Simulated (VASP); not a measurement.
Crystal: AlO3.

```
CELL_PARAMETERS angstrom
2.84809 1.64434 1.65520
-2.84809 1.64434 1.65520
0.00000 -3.28869 1.65520
ATOMIC_POSITIONS crystal
Al 0.00000 0.00000 0.00000
O 0.50000 0.00000 0.00000
O 0.00000 0.50000 0.00000
O 0.00000 0.00000 0.50000
```

* Program: VASP 6.6.1
* Task: relaxation of cell and atoms
* Functional: PBE
* Potentials or basis: VASP PAW PBE potentials, release 64 (Al, O)
* Cutoff: 600 eV
* k mesh: 6 × 6 × 6
* Occupations: gaussian, width 0.1 eV
* Spin: no spin polarisation

At the start: pressure -1.2 GPa; volume 11.63 Å³/atom.

Question: Where does the relaxation end?

Answer: Over 6 steps the energy falls by 9.9 meV/atom and the volume is 11.23 Å³/atom (-3.4 %); space group R-3m (No. 166, to 0.05 Å).

Step by step:
```csv
step,energy change (eV),largest force (eV/Å),pressure (GPa),volume (Å³)
1,0.0000,0.0000,-1.17,46.51
2,-0.0157,0.0000,-0.20,45.94
3,-0.0305,0.0000,1.69,44.90
4,-0.0314,0.0000,2.36,44.56
5,-0.0391,0.0000,0.57,44.85
6,-0.0396,0.0000,0.05,44.94
```

Final structure:
```yaml
crystal:
  lattice:
    - [2.88908, 1.66801, 1.55412]
    - [-2.88908, 1.66801, 1.55412]
    - [0.00000, -3.33602, 1.55412]
  atoms:
    - { symbol: Al, position: [0.00000, 0.00000, 0.00000] }
    - { symbol: O, position: [0.50000, 0.00000, 0.00000] }
    - { symbol: O, position: [0.00000, 0.50000, 0.00000] }
    - { symbol: O, position: [0.00000, 0.00000, 0.50000] }
```

Caveat: an odd number of electrons without spin polarisation forces a metal; a magnetic or distorted state may lie lower.
